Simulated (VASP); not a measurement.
Crystal: BN.

```
B N
1.0
     2.49824    0.00000    0.00000
    -1.24912    2.16354    0.00000
     0.00000    0.00000    6.63570
B N
2 2
Direct
  0.33333 0.66667 0.25000
  0.66667 0.33333 0.75000
  0.33333 0.66667 0.75000
  0.66667 0.33333 0.25000
```

Base run:

| Item | Value |
| --- | --- |
| Program | VASP 6.6.1 |
| Functional | r2SCAN |
| Potentials or basis | VASP PAW PBE potentials, release 64 (B, N) |
| Cutoff | 660 eV |
| k mesh | 9 × 9 × 3 |
| Occupations | gaussian, width 0.01 eV |
| Spin | no spin polarisation |

Its results: band gap on the k mesh 5.05 eV (least direct gap 5.33 eV); pressure 1.6 GPa.

Question: The run is repeated on the same cell with these changes: functional from r2SCAN to LDA; potentials or basis from VASP PAW PBE potentials, release 64 (B, N) to VASP PAW LDA potentials, release 64 (B, N); cutoff from 660 eV to 600 eV. What comes out?

Answer: Band gap on the k mesh 4.24 eV (least direct gap 4.52 eV); pressure -2.7 GPa.

Caveats: an odd mesh through Γ misses points on the zone boundary, where band edges can lie; the PAW data sets were made with another functional, which shifts forces and pressure a little (at least some runs).
